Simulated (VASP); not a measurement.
# Ge in VASP: settings compared

Aim: see how the results for Ge move with the level of theory and the settings. Levels: PBEsol, revPBE+D3(BJ). Tasks: single point.

All numbers are computed with VASP 6.6.1; they aren't measurements. Logs are shortened: lines on timing, memory, paths and dates and some standing lists are left out, and cuts for length are marked.

## Step 1: The cell of the first run

The typed cell holds 2 atoms: a = 2.693 Å, b = 2.693 Å, c = 4.923 Å, α = 90.00°, β = 90.00°, γ = 120.00°.

This isn't the form of Ge at room conditions, which is diamond.

## Step 2: Single point, PBEsol

The input, INCAR:

```
ALGO     = Normal         # electronic algorithm
EDIFF    = 1E-6           # SCF threshold, eV
ENCUT    = 520            # plane-wave cutoff, eV
GGA      = PS             # functional
ISIF     = 2              # what is computed and relaxed
ISMEAR   = -1             # smearing method
LASPH    = T              # aspherical terms in the spheres
LCHARG   = F              # write CHGCAR
LREAL    = F              # projectors in reciprocal space
LWAVE    = F              # write WAVECAR
NBANDS   = 21             # bands
NELM     = 100            # most SCF steps
PREC     = Accurate       # precision mode
SIGMA    = 0.05           # smearing width, eV
```

The input, KPOINTS:

```
k-points
0
Gamma
  10 10 6
```

The input, POSCAR:

```
Ge
1.0
    1.3462125916     -2.3318612297      0.0000000000
    1.3462125916      2.3318612297      0.0000000000
    0.0000000000      0.0000000000      4.9225999159
Ge
2
Direct
    0.4999786111      0.5000213889      0.2500000000
    0.5000213889      0.4999786111      0.7500000000
```

Potentials or basis: VASP PAW PBE potentials, release 64 (Ge_d).

Launch:

```bash
$ cat potpaw_PBE.64/Ge_d/POTCAR > POTCAR
$ mpirun -np 1 vasp_std > vasp.out
```

OUTCAR:

```text
EDIFF = 1E-6
   ENCUT = 520
   GGA = PS
   ISIF = 2
   ISMEAR = -1
   LASPH = T
   LREAL = F
   NELM = 100
   PREC = Accurate

 ion  position               nearest neighbor table
   1  0.500  0.500  0.250-   2 2.46   2 2.46
   2  0.500  0.500  0.750-   1 2.46   1 2.46

  LATTYP: Found a base centered orthorhombic cell.
 ALAT       =     2.6924251832
 B/A-ratio  =     1.7321641799
 C/A-ratio  =     1.8283144678

  Lattice vectors:

 A1 = (   1.3462125916,  -2.3318612297,   0.0000000000)
 A2 = (   1.3462125916,   2.3318612297,   0.0000000000)
 A3 = (   0.0000000000,   0.0000000000,   4.9225999159)

Analysis of symmetry for initial positions (statically):
=====================================================================
 Subroutine PRICEL returns:
 Original cell was already a primitive cell.

 Routine SETGRP: Setting up the symmetry group for a
 base centered orthorhombic supercell.

 Subroutine GETGRP returns: Found  8 space group operations
 (whereof  4 operations were pure point group operations)
 out of a pool of  8 trial point group operations.

The static configuration has the point symmetry C_2h.
 The point group associated with its full space group is D_2h.

Analysis of symmetry for dynamics (positions and initial velocities):
=====================================================================
 Subroutine PRICEL returns:
 Original cell was already a primitive cell.

 Routine SETGRP: Setting up the symmetry group for a
 base centered orthorhombic supercell.

 Subroutine GETGRP returns: Found  8 space group operations
 (whereof  4 operations were pure point group operations)
 out of a pool of  8 trial point group operations.

The dynamic configuration has the point symmetry C_2h.
 The point group associated with its full space group is D_2h.

 Subroutine INISYM returns: Found  8 space group operations
 (whereof  4 operations are pure point group operations),
 and found     1 'primitive' translations

----------------------------------------------------------------------------------------

                                     Primitive cell

  volume of cell :      30.9059

  direct lattice vectors                    reciprocal lattice vectors
     1.346212592 -2.331861230  0.000000000     0.371412363 -0.214420993  0.000000000
     1.346212592  2.331861230  0.000000000     0.371412363  0.214420993  0.000000000
     0.000000000  0.000000000  4.922599916     0.000000000  0.000000000  0.203144683

  length of vectors
     2.692557360  2.692557360  4.922599916     0.428863038  0.428863038  0.203144683

  position of ions in fractional coordinates (direct lattice)
     0.499978611  0.500021389  0.250000000
     0.500021389  0.499978611  0.750000000

  ion indices of the primitive-cell ions
   primitive index   ion index
                 1           1
                 2           2

----------------------------------------------------------------------------------------

 KPOINTS: k-points

Automatic generation of k-mesh.
 Grid dimensions read from file:
 generate k-points for:   10   10    6

 Generating k-lattice:

  Cartesian coordinates                     Fractional coordinates (reciprocal lattice)
     0.037141236 -0.021442099  0.000000000     0.100000000  0.000000000  0.000000000
     0.037141236  0.021442099  0.000000000     0.000000000  0.100000000  0.000000000
     0.000000000  0.000000000  0.033857447     0.000000000  0.000000000  0.166666667

  Length of vectors
     0.042886304  0.042886304  0.033857447

  Shift w.r.t. Gamma in fractional coordinates (k-lattice)
     0.000000000  0.000000000  0.000000000

 Subroutine IBZKPT returns following result:
 ===========================================

 Found    124 irreducible k-points:

 Following reciprocal coordinates:
            Coordinates               Weight
  0.000000  0.000000  0.000000      1.000000
  0.100000  0.000000  0.000000      4.000000
  0.200000  0.000000  0.000000      4.000000
  0.300000 -0.000000  0.000000      4.000000
  0.400000  0.000000  0.000000      4.000000
  0.500000  0.000000  0.000000      2.000000
[... 16 lines left out ...]
  0.300000  0.300000  0.000000      2.000000
  0.400000  0.300000  0.000000      4.000000
 [... further k-points ...]
   k-points           NKPTS =    124   k-points in BZ     NKDIM =    124   number of bands    NBANDS=     21
   number of dos      NEDOS =    301   number of ions     NIONS =      2
   total plane-waves  NPLWV =  16000
   dimension x,y,z NGX =    20 NGY =   20 NGZ =   40
   dimension x,y,z NGXF=    40 NGYF=   40 NGZF=   80
   ions per type =               2
   NGX,Y,Z   is equivalent  to a cutoff of  12.35, 12.35, 13.51 a.u.
   NGXF,Y,Z  is equivalent  to a cutoff of  24.70, 24.70, 27.02 a.u.
 SYSTEM =  unknown system
   PREC   = accura    normal or accurate (medium, high low for compatibility)
   ISTART =      0    job   : 0-new  1-cont  2-samecut
   ICHARG =      2    charge: 1-file 2-atom 10-const
   ISPIN  =      1    spin polarized calculation?
   LNONCOLLINEAR =      F non collinear calculations
   LSORBIT =      F    spin-orbit coupling
   LASPH  =      T    aspherical Exc in radial PAW
   ENCUT  =  520.0 eV  38.22 Ry    6.18 a.u.   5.01  5.01  9.15*2*pi/ulx,y,z
   NELM   =    100;   NELMIN=  2; NELMDL= -5     # of ELM steps
   EDIFF  = 0.1E-05   stopping-criterion for ELM
   LREAL  =      F    real-space projection
   EDIFFG = 0.1E-04   stopping-criterion for IOM
   NSW    =      0    number of steps for IOM
   IBRION =     -1    ionic relax: 0-MD 1-quasi-New 2-CG
   NFREE  =      0    steps in history (QN), initial steepest desc. (CG)
   ISIF   =      2    stress and relaxation
   ISYM   =      2    0-nonsym 1-usesym 2-fastsym
   POTIM  = 0.5000    time-step for ionic-motion
   TEBEG  =    0.0;   TEEND  =   0.0 temperature during run
   PSTRESS=    0.0 pullay stress
   NELECT =      28.0000    total number of electrons
   NUPDOWN=      -1.0000    fix difference up-down
   EMIN   =  10.00;   EMAX   =-10.00  energy-range for DOS
   EFERMI =   0.00;   METHOD = LEGACY
   ISMEAR =    -1;   SIGMA  =   0.05  broadening in eV -4-tet -1-fermi 0-gaus
   EFERMI_NEDOS =   21; number of points for ismear=-14 and -15
   IALGO  =     38    algorithm
   IMIX   =      4    mixing-type and parameters
     AMIX     =   0.40;   BMIX     =  1.00
     AMIX_MAG =   1.60;   BMIX_MAG =  1.00
  volume/ion in A,a.u.               =      15.45       104.28
  Fermi-wavevector in a.u.,A,eV,Ry     =   1.584093  2.993501 34.141768  2.509349
  Thomas-Fermi vector in A             =   2.683763
   LORBIT       =      0    0 simple, 1 ext, 2 COOP (PROOUT), +10 PAW based schemes
   GGA     = PS    functional components
   LHFCALC =     F    Hartree Fock is set to
   AEXX    =    0.0000 exact exchange contribution
   IVDW    =     0    specifies the selected vdW correction
   LEPSILON=     F    determine dielectric tensor
   LRPA    =     F    only Hartree local field effects (RPA)
 non-spin polarized calculation
  energy-cutoff  :      520.00
  volume of cell :       30.91
 maximum number of plane-waves:       851
   NGX =  9   NGY =  9   NGZ = 19

 number of electron      28.0000014 magnetization

 Free energy of the ion-electron system (eV)
  ---------------------------------------------------
  ext. energy  EPLUGINS =         0.00000000
  ---------------------------------------------------
  free energy    TOTEN  =        -9.17592050 eV

  energy without entropy =       -9.16962232  energy(sigma->0) =       -9.17277141

 E-fermi :   8.8922     XC(G=0): -12.4280

 val. band max:        8.8659291356   @ k =  -0.4000   0.2000   0.5000
 cond. band min:       8.9209622220   @ k =   0.4000   0.4000   0.1667
 fundamental gap:      0.0550330864
 Fermi energy:         8.8922034724

 k-point     1 :       0.0000    0.0000    0.0000
  band No.  band energies     occupation
      1     -16.1287      2.00000
      2     -15.9126      2.00000
      3     -15.9125      2.00000
      4     -15.8885      2.00000
      5     -15.8884      2.00000
      6     -15.8127      2.00000
[... 13 lines left out ...]
     20      24.0694      0.00000
     21      24.0715      0.00000

 k-point     2 :       0.1000    0.0000    0.0000
  band No.  band energies     occupation
      1     -16.1185      2.00000
      2     -15.9175      2.00000
      3     -15.8934      2.00000
      4     -15.8921      2.00000
      5     -15.8691      2.00000
      6     -15.8286      2.00000
[... 13 lines left out ...]
     20      22.2371      0.00000
     21      24.0041      0.00000

 k-point     3 :       0.2000    0.0000    0.0000
  band No.  band energies     occupation
      1     -16.0955      2.00000
      2     -15.9280      2.00000
      3     -15.9104      2.00000
      4     -15.8694      2.00000
      5     -15.8382      2.00000
      6     -15.8245      2.00000
[... 13 lines left out ...]
     20      20.0968      0.00000
     21      22.8733      0.00000

 k-point     4 :       0.3000   -0.0000    0.0000
  band No.  band energies     occupation
      1     -16.0780      2.00000
      2     -15.9354      2.00000
      3     -15.9324      2.00000
      4     -15.9187      2.00000
      5     -15.8350      2.00000
      6     -15.7708      2.00000
[... 13 lines left out ...]
     20      19.9251      0.00000
     21      24.0493      0.00000

 k-point     5 :       0.4000    0.0000    0.0000
  band No.  band energies     occupation
      1     -16.0754      2.00000
      2     -15.9576      2.00000
      3     -15.9571      2.00000
      4     -15.9264      2.00000
      5     -15.8435      2.00000
      6     -15.7439      2.00000
[... 13 lines left out ...]
     20      21.5071      0.00000
     21      23.4714      0.00000

 k-point     6 :       0.5000    0.0000    0.0000
  band No.  band energies     occupation
      1     -16.0770      2.00000
      2     -15.9722      2.00000
      3     -15.9656      2.00000
      4     -15.9219      2.00000
      5     -15.8467      2.00000
      6     -15.7523      2.00000
[... 13 lines left out ...]
     20      22.4491      0.00000
     21      23.2826      0.00000

 k-point     7 :       0.1000    0.1000    0.0000
  band No.  band energies     occupation
      1     -16.1010      2.00000
      2     -15.9249      2.00000
      3     -15.8984      2.00000
      4     -15.8563      2.00000
      5     -15.8558      2.00000
      6     -15.8411      2.00000
[... 13 lines left out ...]
     20      21.8742      0.00000
     21      22.2921      0.00000
[... 291 lines left out ...]
      1     -16.0502      2.00000
      2     -15.9266      2.00000
      3     -15.9263      2.00000
      4     -15.8965      2.00000
      5     -15.8546      2.00000
      6     -15.7767      2.00000
[... 13 lines left out ...]
     20      20.6834      0.00000
     21      24.1039      0.00000

 k-point    21 :      -0.3000    0.2000    0.0000
  band No.  band energies     occupation
      1     -16.0767      2.00000
      2     -15.9316      2.00000
      3     -15.9106      2.00000
      4     -15.8979      2.00000
      5     -15.8352      2.00000
      6     -15.8008      2.00000
[... 13 lines left out ...]
     20      21.4073      0.00000
     21      21.9175      0.00000

 k-point    22 :      -0.2000    0.2000    0.0000
  band No.  band energies     occupation
      1     -16.0955      2.00000
      2     -15.9280      2.00000
      3     -15.9105      2.00000
      4     -15.8694      2.00000
      5     -15.8382      2.00000
      6     -15.8244      2.00000
[... 13 lines left out ...]
     20      20.0985      0.00000
     21      22.8735      0.00000

 k-point    23 :       0.3000    0.3000    0.0000
  band No.  band energies     occupation
      1     -16.0136      2.00000
      2     -15.9353      2.00000
      3     -15.9037      2.00000
      4     -15.8635      2.00000
      5     -15.8355      2.00000
      6     -15.7933      2.00000
[... 13 lines left out ...]
     20      23.3220      0.00000
     21      27.7247      0.00000

 k-point    24 :       0.4000    0.3000    0.0000
  band No.  band energies     occupation
      1     -16.0136      2.00000
      2     -15.9353      2.00000
      3     -15.9037      2.00000
      4     -15.8635      2.00000
      5     -15.8355      2.00000
      6     -15.7933      2.00000
[... 13 lines left out ...]
     20      23.3216      0.00000
     21      27.7245      0.00000

 [... further k-points ...]

------------------------ aborting loop because EDIFF is reached ----------------------------------------

  FORCE on cell =-STRESS in cart. coord.  units (eV):
  Direction    XX          YY          ZZ          XY          YZ          ZX
  --------------------------------------------------------------------------------------
  -------------------------------------------------------------------------------------
  Total        3.8330176      3.8321311      3.8065780      0.0000000      0.0000000      0.0000000
  in kB      198.7057820    198.6598295    197.3351401      0.0000000      0.0000000      0.0000000
  external PRESSURE =     198.2335839 kB  Pullay stress =       0.0000000 kB

 VOLUME and BASIS-vectors are now :
 -----------------------------------------------------------------------------
  energy-cutoff  :      520.00
  volume of cell :       30.91
      direct lattice vectors                 reciprocal lattice vectors
     1.346212592 -2.331861230  0.000000000     0.371412363 -0.214420993  0.000000000
     1.346212592  2.331861230  0.000000000     0.371412363  0.214420993  0.000000000
     0.000000000  0.000000000  4.922599916     0.000000000  0.000000000  0.203144683

 POSITION                                       TOTAL-FORCE (eV/Angst)
 -----------------------------------------------------------------------------------
      1.34621      0.00010      1.23065         0.000000     -0.000032      0.000000
      1.34621     -0.00010      3.69195         0.000000      0.000032     -0.000000
 -----------------------------------------------------------------------------------
    total drift:                               -0.000000     -0.000000     -0.000000

  FREE ENERGIE OF THE ION-ELECTRON SYSTEM (eV)
  ---------------------------------------------------
  free  energy   TOTEN  =        -9.1759204969 eV

  energy  without entropy=       -9.1696223191  energy(sigma->0) =       -9.17277141
```

Wall time 23 s (1 thread of AMD EPYC 9R45 (Zen 5), shared host); peak memory 0.15 GiB.

Results:

```yaml
Free_energy: -9.1759 eV
Pressure: 19.8 GPa
Band_gap_on_the_k_mesh: zero (bands 14 and 15 overlap by 11.18 eV)
```

Stress tensor (GPa, compression positive):
```
19.87  0.00  0.00
 0.00 19.87  0.00
 0.00  0.00 19.73
```

Caveat: the cell stands under pressure; the PAW data sets were made with another functional, which shifts forces and pressure a little.

## Step 3: Single point, PBEsol

This run uses another cell than the first one, of 16.62 Å³/atom.

The input, INCAR:

```
PREC = Accurate
ENCUT = 520
EDIFF = 1E-6
ISMEAR = -1
SIGMA = 0.05
LREAL = F
LASPH = T
NELM = 80
ALGO = Normal
ISIF = 2
LWAVE = F
LCHARG = F
GGA = PS
NBANDS = 21
```

The input, KPOINTS:

```
regular mesh
0
Gamma
  10 10 6
```

The input, POSCAR:

```
Ge
1.0
    1.3914839766     -2.3643505616      0.0000000000
    1.3914839766      2.3643505616      0.0000000000
    0.0000000000      0.0000000000      5.0502245011
Ge
2
Direct
    0.5000582346      0.4999417654      0.2500000000
    0.4999417654      0.5000582346      0.7500000000
```

Potentials or basis: VASP PAW PBE potentials, release 64 (Ge_d).

Launch:

```bash
$ cat potpaw_PBE.64/Ge_d/POTCAR > POTCAR
$ mpirun -np 1 vasp_std > vasp.out
```

Wall time 23 s (1 thread of AMD EPYC 9R45 (Zen 5), shared host); peak memory 0.16 GiB.

The run converged. Its results:

```yaml
Free_energy: -9.3916 eV
Pressure: 9.9 GPa
Band_gap_on_the_k_mesh: zero (bands 14 and 15 overlap by 10.50 eV)
```

Stress tensor (GPa, compression positive):
```
9.94 0.00 0.00
0.00 9.92 0.00
0.00 0.00 9.80
```

Levels at points of the mesh, in eV from the Fermi level:
```tsv
k point	band 11	band 12	band 13	band 14	band 15	band 16	band 17	band 18
(0.00, 0.00, 0.00)	-14.34	-9.51	-6.83	8.07	8.83	9.20	11.23	12.64
(0.50, 0.00, 0.00)	-8.72	-6.51	-3.36	-2.67	-2.42	3.10	4.47	8.21
(0.50, 0.50, 0.00)	-8.46	-6.43	-3.06	-2.61	-2.23	3.22	3.92	7.65
(0.00, 0.00, 0.50)	-12.89	-12.89	-0.48	-0.48	10.26	10.26	10.63	10.63
(0.50, 0.00, 0.50)	-7.31	-7.31	-5.11	-5.11	4.44	4.44	5.86	5.86
(0.50, 0.50, 0.50)	-7.05	-7.05	-5.04	-5.04	4.65	4.65	5.31	5.31
```

Caveat: the cell stands under pressure; the PAW data sets were made with another functional, which shifts forces and pressure a little.

## Step 4: Single point, PBEsol

This run uses another cell than the first one, of 17.39 Å³/atom.

The input, INCAR:

```
ALGO = Normal
EDIFF = 1E-6
ENCUT = 520
GGA = PS
ISIF = 2
ISMEAR = -1
LASPH = True
LCHARG = False
LREAL = False
LWAVE = False
NBANDS = 21
NELM = 100
PREC = Accurate
SIGMA = 0.05
```

The input, KPOINTS:

```
k-points
0
Gamma
  10 10 6
```

The input, POSCAR:

```
Ge
1.0
    1.3994120120     -2.4229191713      0.0000000000
    1.3994120120      2.4229191713      0.0000000000
    0.0000000000      0.0000000000      5.1294353524
Ge
2
Direct
    0.5000241849      0.4999758151      0.2500000000
    0.4999758151      0.5000241849      0.7500000000
```

Launch:

```bash
$ cat potpaw_PBE.64/Ge_d/POTCAR > POTCAR
$ mpirun -np 1 vasp_std > vasp.out
```

Run time: 33 s. Hardware: 1 thread of AMD EPYC 9R45 (Zen 5), shared host; peak memory 0.18 GiB.

Results (log left out):

```yaml
Free_energy: -9.4641 eV
Pressure: 4.9 GPa
Band_gap_on_the_k_mesh: zero (bands 14 and 15 overlap by 10.01 eV)
```

Levels at points of the mesh, in eV from the Fermi level:
```
           k point  band 12  band 13  band 14  band 15  band 16  band 17
(0.00, 0.00, 0.00)    -9.34    -6.50     7.78     8.63     8.64    11.00
(0.50, 0.00, 0.00)    -6.17    -3.46    -2.51    -2.24     3.24     4.15
(0.50, 0.50, 0.00)    -6.17    -3.45    -2.51    -2.23     3.24     4.14
(0.00, 0.00, 0.50)   -12.52    -0.45    -0.45     9.98     9.98     9.99
(0.50, 0.00, 0.50)    -7.15    -4.83    -4.83     4.28     4.28     5.48
(0.50, 0.50, 0.50)    -7.14    -4.83    -4.83     4.28     4.28     5.46
```

Caveat: the cell stands under pressure; the PAW data sets were made with another functional, which shifts forces and pressure a little.

[end of part 1 of 2]
